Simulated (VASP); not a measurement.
# Ta2C (P-3m1) in VASP: notebook, part 2 of 2

VASP 6.6.1. The steps go on from the part before.

## 5. Single point, r2SCAN

This run uses another cell than the first one, of 13.80 Å³/atom.

File POSCAR:

```
Ta2C
1.0
    3.1101644563      0.0000000000      0.0000000000
   -1.5550822281      2.6934814291      0.0000000000
    0.0000000000      0.0000000000      4.9422989465
Ta C
2 1
Direct
    0.3333333333      0.6666666667      0.2535635792
    0.6666666667      0.3333333333      0.7464364208
    0.0000000000      0.0000000000      0.0000000000
```

File INCAR.step1:

```
SYSTEM = Ta2C
PREC     = Accurate       ! precision mode
ENCUT    = 520            ! plane-wave cutoff, eV
ISMEAR   = 0              ! smearing method
SIGMA    = 0.1            ! smearing width, eV
LREAL    = .FALSE.        ! projectors in reciprocal space
LASPH    = .TRUE.         ! aspherical terms in the spheres
NELM     = 60             ! most SCF steps
NBANDS   = 20             ! bands
GGA      = PE             ! functional
ALGO     = Normal         ! electronic algorithm
EDIFF    = 1E-4           ! SCF threshold, eV
LWAVE    = .TRUE.         ! write WAVECAR
LCHARG   = .FALSE.        ! write CHGCAR
```

File INCAR.step2:

```
SYSTEM = Ta2C
PREC     = Accurate       ! precision mode
ENCUT    = 520            ! plane-wave cutoff, eV
EDIFF    = 1E-7           ! SCF threshold, eV
ISMEAR   = 0              ! smearing method
SIGMA    = 0.1            ! smearing width, eV
LREAL    = .FALSE.        ! projectors in reciprocal space
LASPH    = .TRUE.         ! aspherical terms in the spheres
NELM     = 60             ! most SCF steps
ALGO     = Normal         ! electronic algorithm
ISIF     = 2              ! what is computed and relaxed
LWAVE    = .FALSE.        ! write WAVECAR
LCHARG   = .FALSE.        ! write CHGCAR
METAGGA  = R2SCAN         ! meta-GGA
LMIXTAU  = .TRUE.       
NBANDS   = 20             ! bands
ISTART   = 1
```

File KPOINTS:

```
regular mesh
0
G
  18 18 8
  0 0 0
```

The run is started by

```sh
> cat potpaw_PBE.64/Ta_pv/POTCAR potpaw_PBE.64/C/POTCAR > POTCAR
> cp INCAR.step1 INCAR
> mpirun -np 1 vasp_std > vasp.out
> cp INCAR.step2 INCAR
> mpirun -np 1 vasp_std > vasp.out
```

Wall time 12 min (1 thread of AMD EPYC 9R45 (Zen 5), shared host); peak memory 0.29 GiB.

Results (log left out):

- Free energy: -109.1665 eV
- Pressure: 0.9 GPa
- Largest force: 0.045 eV/Å
- Band gap on the k mesh: zero (bands 13 and 14 overlap by 0.75 eV)

Forces in eV/Å, atoms in the order of the input:
```
Ta   0.000  0.000  0.045
Ta   0.000  0.000 -0.045
C    0.000  0.000  0.000
```

Stress tensor (GPa, compression positive):
```
0.90 0.00 0.00
0.00 0.90 0.00
0.00 0.00 0.78
```

Levels at points of the mesh, in eV from the Fermi level:
```
           k point  band 11  band 12  band 13  band 14  band 15  band 16
(0.00, 0.00, 0.00)    -3.51     0.02     0.51     0.51     1.17     1.17
(0.50, 0.00, 0.00)    -3.89    -2.13    -0.46     3.38     3.56     4.66
(0.00, 0.00, 0.50)    -1.97    -1.80    -0.24    -0.24     2.98     2.98
(0.50, 0.00, 0.50)    -2.63    -1.51    -1.23     1.47     1.48     4.47
```

Caveat: the PAW data sets were made with another functional, which shifts forces and pressure a little; spin-orbit coupling is left out, which moves the levels of the heavy elements.

## 6. Single point, r2SCAN (equal strain along all axes, cell held: +1.0 %, then relaxed in part)

File POSCAR:

```
Ta2C
1.0
    3.1412661005      0.0000000000      0.0000000000
   -1.5706330503      2.7204162431      0.0000000000
    0.0000000000      0.0000000000      4.9917219367
Ta C
2 1
Direct
    0.3333333333      0.6666666667      0.2518759723
    0.6666666667      0.3333333333      0.7481240277
    0.0000000000      0.0000000000      0.0000000000
```

File INCAR.step1:

```
ALGO = Normal ; EDIFF = 1E-4
ENCUT = 520 ; GGA = PE
ISMEAR = 0 ; LASPH = True
LCHARG = False ; LREAL = False
LWAVE = True ; NBANDS = 20
NELM = 100 ; PREC = Accurate
SIGMA = 0.1
```

File INCAR.step2:

```
ALGO = Normal ; EDIFF = 1E-7
ENCUT = 520 ; ISIF = 2
ISMEAR = 0 ; ISTART = 1
LASPH = True ; LCHARG = True
LELF = True ; LMIXTAU = True
LREAL = False ; LVHAR = True
LWAVE = False ; METAGGA = R2SCAN
NBANDS = 20 ; NELM = 100
PREC = Accurate ; SIGMA = 0.1
```

File KPOINTS:

```
k-points
0
Gamma
  18 18 10
```

Potentials or basis: VASP PAW PBE potentials, release 64 (Ta_pv, C).

The run is started by

```sh
> cat potpaw_PBE.64/Ta_pv/POTCAR potpaw_PBE.64/C/POTCAR > POTCAR
> cp INCAR.step1 INCAR
> mpirun -np 1 vasp_std > vasp.out
> cp INCAR.step2 INCAR
> mpirun -np 1 vasp_std > vasp.out
```

OUTCAR:

```text
EDIFF = 1E-7
   ENCUT = 520
   ISIF = 2
   ISMEAR = 0
   ISTART = 1
   LASPH = True
   LREAL = False
   METAGGA = R2SCAN
   NELM = 100
   PREC = Accurate

 ion  position               nearest neighbor table
   1  0.333  0.667  0.252-   3 2.21   3 2.21   3 2.21   2 3.07   2 3.07   2 3.07   2 3.10   2 3.10
                             2 3.10
   2  0.667  0.333  0.748-   3 2.21   3 2.21   3 2.21   1 3.07   1 3.07   1 3.07   1 3.10   1 3.10
                             1 3.10
   3  0.000  0.000  0.000-   1 2.21   2 2.21   2 2.21   1 2.21   2 2.21   1 2.21

  LATTYP: Found a hexagonal cell.
 ALAT       =     3.1412661005
 C/A-ratio  =     1.5890796185

  Lattice vectors:

 A1 = (   3.1412661005,   0.0000000000,   0.0000000000)
 A2 = (  -1.5706330503,   2.7204162431,   0.0000000000)
 A3 = (   0.0000000000,   0.0000000000,   4.9917219367)

Analysis of symmetry for initial positions (statically):
=====================================================================
 Subroutine PRICEL returns:
 Original cell was already a primitive cell.
[... 168 lines left out ...]
  free energy    TOTEN  =      -109.14180689 eV

  energy without entropy =     -109.13831334  energy(sigma->0) =     -109.14006011

 E-fermi :   6.3214     XC(G=0): -13.6785

 val. band max:        6.3174640205   @ k =   0.0556   0.0556   0.5000
 cond. band min:       6.3274556833   @ k =   0.0000   0.0556   0.3000
 fundamental gap:      0.0099916628
 Fermi energy:         6.3213524641

 k-point     1 :       0.0000    0.0000    0.0000
  band No.  band energies     occupation
      1     -29.9431      2.00000
      2     -29.3163      2.00000
      3     -29.3163      2.00000
      4     -29.2127      2.00000
      5     -29.2127      2.00000
      6     -29.1253      2.00000
[... 541 lines left out ...]
     19      11.8965      0.00000
     20      12.2733      0.00000

 [... further k-points ...]

------------------------ aborting loop because EDIFF is reached ----------------------------------------

  FORCE on cell =-STRESS in cart. coord.  units (eV):
  Direction    XX          YY          ZZ          XY          YZ          ZX
  --------------------------------------------------------------------------------------
  -------------------------------------------------------------------------------------
  Total       -1.8122387     -1.8122387     -1.8334297      0.0000000      0.0000000      0.0000000
  in kB      -68.0668263    -68.0668263    -68.8627518      0.0000000      0.0000000      0.0000000
  external PRESSURE =     -68.3321348 kB  Pullay stress =       0.0000000 kB

 VOLUME and BASIS-vectors are now :
 -----------------------------------------------------------------------------
  energy-cutoff  :      520.00
  volume of cell :       42.66
      direct lattice vectors                 reciprocal lattice vectors
     3.141266101  0.000000000  0.000000000     0.318342976  0.183795403  0.000000000
    -1.570633050  2.720416243  0.000000000     0.000000000  0.367590806  0.000000000
     0.000000000  0.000000000  4.991721937     0.000000000  0.000000000  0.200331672

 POSITION                                       TOTAL-FORCE (eV/Angst)
 -----------------------------------------------------------------------------------
     -0.00000      1.81361      1.25729        -0.000000      0.000000      0.041993
      1.57063      0.90681      3.73443         0.000000      0.000000     -0.041993
      0.00000      0.00000      0.00000         0.000000      0.000000     -0.000000
 -----------------------------------------------------------------------------------
    total drift:                                0.000000     -0.000000     -0.000000

  FREE ENERGIE OF THE ION-ELECTRON SYSTEM (eV)
  ---------------------------------------------------
  free  energy   TOTEN  =      -109.1418068914 eV

  energy  without entropy=     -109.1383133363  energy(sigma->0) =     -109.14006011
```

OUTCAR.step1:

```text
EDIFF = 1E-4
   ENCUT = 520
   GGA = PE
   ISMEAR = 0
[... 780 lines left out ...]
     -0.00000      1.81361      1.25729         0.000000      0.000000      0.008354
      1.57063      0.90681      3.73443        -0.000000     -0.000000     -0.008354
      0.00000      0.00000      0.00000        -0.000000      0.000000      0.000000
 -----------------------------------------------------------------------------------
    total drift:                                0.000000     -0.000000     -0.000000

  FREE ENERGIE OF THE ION-ELECTRON SYSTEM (eV)
  ---------------------------------------------------
  free  energy   TOTEN  =       -34.6646968565 eV

  energy  without entropy=      -34.6610522860  energy(sigma->0) =      -34.66287457
```

Wall time 6.8 min (1 thread of Intel Xeon 6975P-C (Granite Rapids), shared host); peak memory 0.36 GiB.

What came out:

* Free energy: -109.1418 eV
* Pressure: -6.8 GPa
* Largest force: 0.042 eV/Å
* Band gap on the k mesh: zero (bands 13 and 14 overlap by 0.73 eV)

Forces on the atoms (eV/Å):
```
Ta   0.000  0.000  0.042
Ta   0.000  0.000 -0.042
C    0.000  0.000  0.000
```

Stress tensor (GPa, compression positive):
```
-6.81  0.00  0.00
 0.00 -6.81  0.00
 0.00  0.00 -6.89
```

Caveat: the cell differs from its parent crystal (equal strain along all axes, cell held: +1.0 %, then relaxed in part); the cell stands under tension; the PAW data sets were made with another functional, which shifts forces and pressure a little; spin-orbit coupling is left out, which moves the levels of the heavy elements.

## 7. The runs side by side

| cell | k mesh | gap on the mesh (eV) | pressure (GPa) | largest force (eV/Å) |
| --- | --- | --- | --- | --- |
| a = 3.012, b = 3.012, c = 4.796 Å, angles 90.0, 90.0, 120.0°, 3 atoms, atomic positions A | 18 × 18 × 8 | none | 32.5 | 0.06 |
| a = 3.106, b = 3.106, c = 4.946 Å, angles 90.0, 90.0, 120.0°, 3 atoms, atomic positions B | 18 × 18 × 8 | none | 1.4 | 0.05 |
| a = 3.110, b = 3.110, c = 4.942 Å, angles 90.0, 90.0, 120.0°, 3 atoms, atomic positions B | 12 × 12 × 7 | none | 0.9 | 0.01 |
| a = 3.110, b = 3.110, c = 4.942 Å, angles 90.0, 90.0, 120.0°, 3 atoms, atomic positions B | 18 × 18 × 8 | none | 0.9 | 0.04 |
| a = 3.141, b = 3.141, c = 4.992 Å, angles 90.0, 90.0, 120.0°, 3 atoms, atomic positions B | 18 × 18 × 10 | none | -6.8 | 0.04 |

Alike in all rows: task single point; level r2SCAN; potentials or basis VASP PAW PBE potentials, release 64 (Ta_pv, C); no spin polarisation; cutoff (eV) 520; smearing gaussian 0.1 eV.

Caveats: the PAW data sets were made with another functional, which shifts forces and pressure a little; spin-orbit coupling is left out, which moves the levels of the heavy elements; the cell stands under pressure (at least some runs); the cell stands under tension (at least some runs).

Absolute energies hang on the potentials; compare differences alone.
